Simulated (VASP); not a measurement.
Write the native input for VASP 6.6.1 that does the following.

```
Task                   : single point
Functional             : PBEsol
Potentials or basis    : VASP PAW PBE potentials, release 64 (Cu, O)
Cutoff                 : 520 eV
k mesh                 : 9 × 9 × 5
Occupations            : fermi-dirac, width 0.05 eV
Spin                   : no spin polarisation
Dipole correction      : no
Further INCAR settings : ALGO = Normal; EDIFF = 1e-06; NBANDS = 25
```

The structure of CuO lies in POSCAR:

```
CuO
1.0
    3.3098000608      0.0000000000      0.0000000000
   -1.6549000254      2.8663709294      0.0000000000
    0.0000000000      0.0000000000      5.4206883156
Cu O
2 2
Direct
    0.6666666667      0.3333333333      0.0000000000
    0.3333333333      0.6666666667      0.5000000000
    0.6666666667      0.3333333333      0.6252000000
    0.3333333333      0.6666666667      0.1252000000
```

The input as run:

INCAR

```
SYSTEM = CuO
PREC     = Accurate       ! precision mode
ENCUT    = 520            ! plane-wave cutoff, eV
EDIFF    = 1E-6           ! SCF threshold, eV
ISMEAR   = -1             ! smearing method
SIGMA    = 0.05           ! smearing width, eV
LREAL    = .False.        ! projectors in reciprocal space
LASPH    = .True.         ! aspherical terms in the spheres
NELM     = 80             ! most SCF steps
ALGO     = Normal         ! electronic algorithm
ISIF     = 2              ! what is computed and relaxed
LWAVE    = .False.        ! write WAVECAR
LCHARG   = .False.        ! write CHGCAR
GGA      = PS             ! functional
NBANDS   = 25             ! bands
```

KPOINTS

```
regular mesh
0
Gamma
  9 9 5
  0 0 0
```

Potentials or basis: VASP PAW PBE potentials, release 64 (Cu, O).

Launch:

```console
$ cat potpaw_PBE.64/Cu/POTCAR potpaw_PBE.64/O/POTCAR > POTCAR
$ mpirun -np 1 vasp_std > vasp.out
```

It gave:

```
Pressure               : -16.2 GPa
Largest force          : 0.062 eV/Å
Band gap on the k mesh : zero (band 17 reaches 3.43 eV, above the bottom of band 18 at 2.13 eV)
```

Caveat: the PAW data sets were made with another functional, which shifts forces and pressure a little; semilocal functionals often make such compounds metallic where correlation or magnetic order opens a gap, which also shifts bond lengths.

Run time: 24 s on 1 thread of Intel(R) Xeon(R) 6975P-C (Granite Rapids) (shared host), peak memory 0.19 GiB.
